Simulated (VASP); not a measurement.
Here is a VASP 6.6.1 calculation.

POSCAR

```
GaN
1.0
    0.0000000000      2.1971630923      2.3098381227
    2.1971630923      0.0000000000      2.3098381227
    2.1971630923      2.1971630923      0.0000000000
Ga N
1 1
Direct
    0.0000000000      0.0000000000      0.0000000000
    0.7500000000      0.7500000000      0.7500000000
```

INCAR.step1

```
SYSTEM = GaN
PREC = Accurate
ENCUT = 520
ISMEAR = 0
SIGMA = 0.05
LREAL = .False.
LASPH = .True.
NELM = 80
NBANDS = 16
GGA = PE
ALGO = Normal
EDIFF = 1E-4
LWAVE = .True.
LCHARG = .False.
```

Contents of INCAR.step2:

```
SYSTEM = GaN
PREC = Accurate
ENCUT = 520
EDIFF = 1E-6
ISMEAR = 0
SIGMA = 0.05
LREAL = .False.
LASPH = .True.
NELM = 80
ALGO = Normal
ISIF = 2
LWAVE = .False.
LCHARG = .True.
METAGGA = R2SCAN
LMIXTAU = .True.
LELF = .True.
LVHAR = .True.
NBANDS = 16
ISTART = 1
```

The input KPOINTS:

```
Automatic mesh
0
Gamma
  10 10 10
  0 0 0
```

Potentials or basis: VASP PAW PBE potentials, release 64 (Ga_d, N).

Launch:

```bash
$ cat potpaw_PBE.64/Ga_d/POTCAR potpaw_PBE.64/N/POTCAR > POTCAR
$ cp INCAR.step1 INCAR
$ mpirun -np 1 vasp_std > vasp.out
$ cp INCAR.step2 INCAR
$ mpirun -np 1 vasp_std > vasp.out
```

Estimate the pressure.

5.1 GPa.

Predict the band gap on the k mesh.

2.20 eV.

Stress tensor (GPa, compression positive):
```
7.48 0.00 0.00
0.00 7.48 0.00
0.00 0.00 0.30
```

Caveat: the cell differs from its parent crystal (strain -0.025 along x and y, +0.025 along z); the stress differs along the axes, from 0 to 7 GPa; the PAW data sets were made with another functional, which shifts forces and pressure a little.
